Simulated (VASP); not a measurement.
The system is C.

```
CELL_PARAMETERS angstrom
1.22803 0.70900 3.34701
-1.22803 0.70900 3.34701
0.00000 -1.41800 3.34701
ATOMIC_POSITIONS crystal
C 0.16400 0.16400 0.16400
C 0.83600 0.83600 0.83600
```

Program: VASP 6.6.1. Alike in all runs: no spin polarisation; cell as given; k mesh 17 × 17 × 17; cutoff (eV) 520; smearing fermi-dirac 0.03 eV.

Order these runs on this cell by their pressure, lowest first.
A. level LDA; potentials or basis VASP PAW LDA potentials, release 64 (C)
B. level r2SCAN; potentials or basis VASP PAW PBE potentials, release 64 (C)
C. level PBE+D3(BJ); potentials or basis VASP PAW PBE potentials, release 64 (C)

A (-3.3 GPa), B (0.9 GPa), C (3.6 GPa).

Caveats: the PAW data sets were made with another functional, which shifts forces and pressure a little (at least some runs); the cell stands under tension (at least some runs); the stress differs along the axes, from -0 to 6 GPa (at least some runs).
